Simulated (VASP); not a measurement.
# Si4Ge (I4/m) in VASP: a series of runs

Si4Ge is run at these levels: PBE; tasks: single point.

Everything below comes from runs of VASP 6.6.1. Logs are shortened: lines on timing, memory, paths and dates and some standing lists are left out, and cuts for length are marked.

## Step 1: The cell of the first run

The structure is tetragonal, space group I4/m (No. 87). The conventional cell has a = 7.008 Å, b = 7.008 Å, c = 3.252 Å, α = 90.00°, β = 90.00°, γ = 90.00°. Within 3.4 Å of Si (site symmetry m) lie 9 Si at 2.61 to 3.25 Å and 3 Ge at 2.74 to 3.09 Å. Within 3.6 Å of Ge (site symmetry 4/m) lie 12 Si at 2.74 to 3.09 Å and 2 Ge at 3.25 Å.

## Step 2: Single point, PBE

Contents of INCAR:

```
PREC = Accurate
ENCUT = 520
EDIFF = 1E-7
ISMEAR = 0
SIGMA = 0.1
LREAL = False
LASPH = True
NELM = 60
ALGO = Normal
ISIF = 2
LWAVE = False
LCHARG = True
GGA = PE
LELF = True
LVHAR = True
NBANDS = 23
```

Contents of KPOINTS:

```
regular mesh
0
Gamma
  12 12 12
```

Contents of POSCAR:

```
Si4Ge
1.0
   -3.5041873647      3.5041873647      1.6258592954
    3.5041873647     -3.5041873647      1.6258592954
    3.5041873647      3.5041873647     -1.6258592954
Si Ge
4 1
Direct
    0.8488506438      0.6393354465      0.4881860903
    0.1511493562      0.3606645535      0.5118139097
    0.3606645535      0.8488506438      0.2095151972
    0.6393354465      0.1511493562      0.7904848028
    0.0000000000      0.0000000000      0.0000000000
```

Potentials or basis: VASP PAW PBE potentials, release 64 (Si, Ge_d).

Command:

```
> cat potpaw_PBE.64/Si/POTCAR potpaw_PBE.64/Ge_d/POTCAR > POTCAR
> mpirun -np 1 vasp_std > vasp.out
```

OUTCAR:

```text
PREC = Accurate
   ENCUT = 520
   EDIFF = 1E-7
   ISMEAR = 0
   LREAL = False
   LASPH = True
   NELM = 60
   ISIF = 2
   GGA = PE

 ion  position               nearest neighbor table
   1  0.849  0.639  0.488-   3 2.61   4 2.61   3 2.61   4 2.61   2 2.64   2 2.64   5 2.74   2 2.88

   2  0.151  0.361  0.512-   4 2.61   3 2.61   4 2.61   3 2.61   1 2.64   1 2.64   5 2.74   1 2.88

   3  0.361  0.849  0.210-   1 2.61   2 2.61   1 2.61   2 2.61   4 2.64   4 2.64   5 2.74   4 2.88

   4  0.639  0.151  0.790-   2 2.61   1 2.61   2 2.61   1 2.61   3 2.64   3 2.64   5 2.74   3 2.88

   5  0.000  0.000  0.000-   3 2.74   4 2.74   2 2.74   1 2.74

  LATTYP: Found a body centered tetragonal cell.
 ALAT       =     7.0083747294
 C/A-ratio  =     0.4639761309

  Lattice vectors:

 A1 = (  -3.5041873647,   3.5041873647,   1.6258592954)
 A2 = (   3.5041873647,  -3.5041873647,   1.6258592954)
 A3 = (   3.5041873647,   3.5041873647,  -1.6258592954)

Analysis of symmetry for initial positions (statically):
=====================================================================
 Subroutine PRICEL returns:
 Original cell was already a primitive cell.

 Routine SETGRP: Setting up the symmetry group for a
 body centered tetragonal supercell.

 Subroutine GETGRP returns: Found  8 space group operations
 (whereof  8 operations were pure point group operations)
 out of a pool of 16 trial point group operations.

The static configuration has the point symmetry C_4h.

Analysis of symmetry for dynamics (positions and initial velocities):
=====================================================================
 Subroutine PRICEL returns:
 Original cell was already a primitive cell.

 Routine SETGRP: Setting up the symmetry group for a
 body centered tetragonal supercell.

 Subroutine GETGRP returns: Found  8 space group operations
 (whereof  8 operations were pure point group operations)
 out of a pool of 16 trial point group operations.

The dynamic configuration has the point symmetry C_4h.

 Subroutine INISYM returns: Found  8 space group operations
 (whereof  8 operations are pure point group operations),
 and found     1 'primitive' translations

----------------------------------------------------------------------------------------

                                     Primitive cell

  volume of cell :      79.8578

[... 93 lines left out ...]
   NELM   =     60;   NELMIN=  2; NELMDL= -5     # of ELM steps
   EDIFF  = 0.1E-06   stopping-criterion for ELM
   LREAL  =      F    real-space projection
   EDIFFG = 0.1E-05   stopping-criterion for IOM
   NSW    =      0    number of steps for IOM
   IBRION =     -1    ionic relax: 0-MD 1-quasi-New 2-CG
   NFREE  =      0    steps in history (QN), initial steepest desc. (CG)
   ISIF   =      2    stress and relaxation
   ISYM   =      2    0-nonsym 1-usesym 2-fastsym
   POTIM  = 0.5000    time-step for ionic-motion
   TEBEG  =    0.0;   TEEND  =   0.0 temperature during run
   PSTRESS=    0.0 pullay stress
   NELECT =      30.0000    total number of electrons
   NUPDOWN=      -1.0000    fix difference up-down
   EMIN   =  10.00;   EMAX   =-10.00  energy-range for DOS
   EFERMI =   0.00;   METHOD = LEGACY
   ISMEAR =     0;   SIGMA  =   0.10  broadening in eV -4-tet -1-fermi 0-gaus
   EFERMI_NEDOS =   21; number of points for ismear=-14 and -15
   IALGO  =     38    algorithm
   IMIX   =      4    mixing-type and parameters
     AMIX     =   0.40;   BMIX     =  1.00
     AMIX_MAG =   1.60;   BMIX_MAG =  1.00
  volume/ion in A,a.u.               =      15.97       107.78
  Fermi-wavevector in a.u.,A,eV,Ry     =   1.181252  2.232243 18.984989  1.395357
  Thomas-Fermi vector in A             =   2.317529
   LORBIT       =      0    0 simple, 1 ext, 2 COOP (PROOUT), +10 PAW based schemes
   GGA     = PE    functional components
   LHFCALC =     F    Hartree Fock is set to
   AEXX    =    0.0000 exact exchange contribution
   IVDW    =     0    specifies the selected vdW correction
   LEPSILON=     F    determine dielectric tensor
   LRPA    =     F    only Hartree local field effects (RPA)
 non-spin polarized calculation
 Gauss-broadening in eV      SIGMA  =   0.10
  energy-cutoff  :      520.00
  volume of cell :       79.86
 maximum number of plane-waves:      2176
   NGX = 19   NGY = 19   NGZ = 19

 number of electron      29.9999998 magnetization

 Free energy of the ion-electron system (eV)
  ---------------------------------------------------
  ext. energy  EPLUGINS =         0.00000000
  ---------------------------------------------------
  free energy    TOTEN  =       -23.90985406 eV

  energy without entropy =      -23.89973518  energy(sigma->0) =      -23.90479462

 E-fermi :   8.7498     XC(G=0): -11.0231

 val. band max:        8.7436027739   @ k =  -0.0833  -0.3333   0.0833
 cond. band min:       8.7679635661   @ k =  -0.2500   0.4167   0.0833
 fundamental gap:      0.0243607922
 Fermi energy:         8.7498248197

 k-point     1 :       0.0000    0.0000    0.0000
  band No.  band energies     occupation
      1     -16.0743      2.00000
      2     -16.0734      2.00000
      3     -16.0600      2.00000
      4     -16.0444      2.00000
      5     -16.0444      2.00000
      6      -5.0852      2.00000
[... 613 lines left out ...]
     22      15.2120      0.00000
     23      15.6357      0.00000

 [... further k-points ...]

------------------------ aborting loop because EDIFF is reached ----------------------------------------

  FORCE on cell =-STRESS in cart. coord.  units (eV):
  Direction    XX          YY          ZZ          XY          YZ          ZX
  --------------------------------------------------------------------------------------
  -------------------------------------------------------------------------------------
  Total       -0.0182976     -0.0182976     -0.0429607     -0.0000000     -0.0000000      0.0000000
  in kB       -0.3671019     -0.3671019     -0.8619156     -0.0000002     -0.0000000      0.0000000
  external PRESSURE =      -0.5320398 kB  Pullay stress =       0.0000000 kB

 VOLUME and BASIS-vectors are now :
 -----------------------------------------------------------------------------
  energy-cutoff  :      520.00
  volume of cell :       79.86
      direct lattice vectors                 reciprocal lattice vectors
    -3.504187365  3.504187365  1.625859295     0.000000000  0.142686434  0.307529687
     3.504187365 -3.504187365  1.625859295     0.142686434  0.000000000  0.307529687
     3.504187365  3.504187365 -1.625859295     0.142686434  0.142686434  0.000000000

 POSITION                                       TOTAL-FORCE (eV/Angst)
 -----------------------------------------------------------------------------------
      0.97652      2.44488      1.62586        -0.002285      0.003814     -0.000000
      2.52767      1.05931      0.00000         0.002285     -0.003814     -0.000000
      2.44488     -0.97652      1.62586         0.003814      0.002285     -0.000000
      1.05931      4.48070     -0.00000        -0.003814     -0.002285      0.000000
      0.00000      0.00000      0.00000        -0.000000      0.000000      0.000000
 -----------------------------------------------------------------------------------
    total drift:                               -0.000000     -0.000000      0.000000

  FREE ENERGIE OF THE ION-ELECTRON SYSTEM (eV)
  ---------------------------------------------------
  free  energy   TOTEN  =       -23.9098540602 eV

  energy  without entropy=      -23.8997351797  energy(sigma->0) =      -23.90479462
```

OSZICAR:

```text
N       E                     dE             d eps       ncg     rms          rms(c)
DAV:   1     0.167855415036E+03    0.16786E+03   -0.13269E+04 13646   0.213E+03
DAV:   2    -0.141094653531E+01   -0.16927E+03   -0.15846E+03 12453   0.561E+02
DAV:   3    -0.234487641571E+02   -0.22038E+02   -0.21560E+02 13847   0.101E+02
DAV:   4    -0.241179721959E+02   -0.66921E+00   -0.66760E+00 13627   0.182E+01
DAV:   5    -0.241337085902E+02   -0.15736E-01   -0.15734E-01 14549   0.314E+00    0.545E+00
DAV:   6    -0.239321548843E+02    0.20155E+00   -0.37742E-01 15375   0.502E+00    0.305E+00
DAV:   7    -0.239141879033E+02    0.17967E-01   -0.83483E-02 13803   0.124E+00    0.105E+00
DAV:   8    -0.239099698555E+02    0.42180E-02   -0.10480E-02 14266   0.834E-01    0.183E-01
DAV:   9    -0.239098546075E+02    0.11525E-03   -0.14464E-03 14515   0.281E-01    0.138E-01
DAV:  10    -0.239098606472E+02   -0.60397E-05   -0.19918E-04 12987   0.747E-02    0.661E-02
DAV:  11    -0.239098552340E+02    0.54132E-05   -0.37740E-05 17502   0.625E-02    0.876E-03
DAV:  12    -0.239098540599E+02    0.11741E-05   -0.94829E-06 13409   0.206E-02    0.131E-02
DAV:  13    -0.239098540602E+02   -0.28058E-09   -0.34832E-07 13554   0.333E-03
   1 F= -.23909854E+02 E0= -.23904795E+02  d E =-.101189E-01
```

Run time: 3.8 min. Hardware: 1 thread of Intel Xeon 6975P-C (Granite Rapids), shared host; peak memory 0.52 GiB.

What came out:

```
Free energy            : -23.9099 eV
Pressure               : -0.1 GPa
Largest force          : 0.004 eV/Å
Band gap on the k mesh : zero (bands 15 and 16 overlap by 3.71 eV)
```

Forces on the atoms (eV/Å):
```
Si  -0.002  0.004  0.000
Si   0.002 -0.004  0.000
Si   0.004  0.002  0.000
Si  -0.004 -0.002  0.000
Ge   0.000  0.000  0.000
```

Levels at points of the mesh, in eV from the Fermi level:
```tsv
k point	band 12	band 13	band 14	band 15	band 16	band 17	band 18	band 19
(0.00, 0.00, 0.00)	-1.92	-1.56	-1.56	0.37	1.48	1.48	2.89	3.04
(0.50, 0.00, 0.00)	-3.93	-3.40	-1.30	-1.17	-0.68	-0.35	1.28	1.40
(0.50, 0.50, 0.00)	-1.35	-0.49	-0.29	0.69	1.98	3.03	3.92	4.60
(0.50, 0.50, 0.50)	-0.73	-0.25	0.50	1.17	1.34	1.34	2.28	2.36
```

[end of part 1 of 2]

The gap in the log of VASP goes by the Fermi energy; the results here count the filled bands.